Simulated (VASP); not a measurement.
Set up this calculation in VASP 6.6.1, as the native input.

* Task: single point
* Functional: PBE
* Potentials or basis: VASP PAW PBE potentials, release 64 (Zn, S)
* Cutoff: 520 eV
* k mesh: 12 × 12 × 4
* Occupations: fermi-dirac, width 0.02 eV
* Spin: no spin polarisation
* Dipole correction: no
* Further INCAR settings: ALGO = Normal; EDIFF = 1e-06; NBANDS = 26

The structure of ZnS lies in POSCAR:

```
ZnS
1.0
    3.8435053652      0.0000000000      0.0000000000
   -1.9217526826      3.3285732859      0.0000000000
    0.0000000000      0.0000000000      6.3064330422
Zn S
2 2
Direct
    0.3333333333      0.6666666667      0.0003381268
    0.6666666667      0.3333333333      0.5003381268
    0.3333333333      0.6666666667      0.3746618732
    0.6666666667      0.3333333333      0.8746618732
```

This cell differs from its parent crystal: strain +1.0%.

The input as run:

INCAR

```
SYSTEM = ZnS
  PREC = Accurate
  ENCUT = 520
  EDIFF = 1E-6
  ISMEAR = -1
  SIGMA = 0.02
  LREAL = .False.
  LASPH = .True.
  NELM = 100
  ALGO = Normal
  ISIF = 2
  LWAVE = .False.
  LCHARG = .False.
  GGA = PE
  NBANDS = 26
```

KPOINTS

```
regular mesh
0
Gamma
  12 12 4
  0 0 0
```

Potentials or basis: VASP PAW PBE potentials, release 64 (Zn, S).

Launch:

```bash
$ cat potpaw_PBE.64/Zn/POTCAR potpaw_PBE.64/S/POTCAR > POTCAR
$ mpirun -np 1 vasp_std > vasp.out
```

It gave:

```json
{"Pressure": "0.2 GPa", "Band gap on the k mesh": "2.08 eV"}
```

Caveat: the cell differs from its parent crystal (strain +1.0%).

Run time: 91 s on 1 thread of Intel(R) Xeon(R) Platinum 8259CL CPU @ 2.50GHz (Skylake/Cascade Lake) (shared host), peak memory 0.25 GiB.
